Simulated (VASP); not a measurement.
Set up this calculation in VASP 6.6.1, as the native input.

```yaml
Task: single point
Functional: HSE06
Potentials_or_basis: VASP PAW PBE potentials, release 64 (K_sv, Br)
Cutoff: 520 eV
k_mesh: 4 × 4 × 4
Occupations: gaussian, width 0.01 eV
Spin: no spin polarisation
Dipole_correction: no
Grid_for_exact_exchange_PRECFOCK: Normal
Further_INCAR_settings: ALGO = Normal; EDIFF = 1e-06; NBANDS = 15
Share_of_exact_exchange: 0.25
Screening_parameter: 0.2079 1/Å
```

KBr:

```
K Br
1.0
     0.00000    3.30225    3.30225
     3.45151    0.00000    3.30225
     3.45151    3.30225    0.00000
K Br
1 1
Direct
  0.00000 0.00000 0.00000
  0.50000 0.50000 0.50000
```

This cell differs from its parent crystal: uniaxial x strain +4.5%.

The input as run:

POSCAR

```
KBr
1.0
    0.0000000000      3.3022478201      3.3022478201
    3.4515094216      0.0000000000      3.3022478201
    3.4515094216      3.3022478201      0.0000000000
K Br
1 1
Direct
    0.0000000000      0.0000000000      0.0000000000
    0.5000000000      0.5000000000      0.5000000000
```

INCAR.step1

```
  PREC = Accurate
  ENCUT = 520
  EDIFF = 1E-5
  ISMEAR = 0
  SIGMA = 0.01
  LREAL = False
  LASPH = True
  NELM = 80
  ALGO = Normal
  ISIF = 2
  LWAVE = True
  LCHARG = False
  NBANDS = 15
  GGA = PE
```

INCAR.step2

```
  PREC = Accurate
  ENCUT = 520
  EDIFF = 1E-6
  ISMEAR = 0
  SIGMA = 0.01
  LREAL = False
  LASPH = True
  NELM = 80
  ALGO = Normal
  ISIF = 2
  LWAVE = False
  LCHARG = False
  GGA = PE
  LHFCALC = True
  HFSCREEN = 0.2079
  PRECFOCK = Normal
  NBANDS = 15
  ISTART = 1
```

KPOINTS

```
regular mesh
0
Gamma
  4 4 4
```

Potentials or basis: VASP PAW PBE potentials, release 64 (K_sv, Br).

Command:

```bash
$ cat potpaw_PBE.64/K_sv/POTCAR potpaw_PBE.64/Br/POTCAR > POTCAR
$ cp INCAR.step1 INCAR
$ mpirun -np 1 vasp_std > vasp.out
$ cp INCAR.step2 INCAR
$ mpirun -np 1 vasp_std > vasp.out
```

It gave:

```
Pressure               : -0.1 GPa
Band gap on the k mesh : 5.46 eV
```

Caveat: the cell differs from its parent crystal (uniaxial x strain +4.5%); the PAW data sets were made with another functional, which shifts forces and pressure a little.

It took 8.3 min on 1 thread of Intel(R) Xeon(R) Platinum 8488C (Sapphire Rapids), on a shared host, peak memory 0.33 GiB.
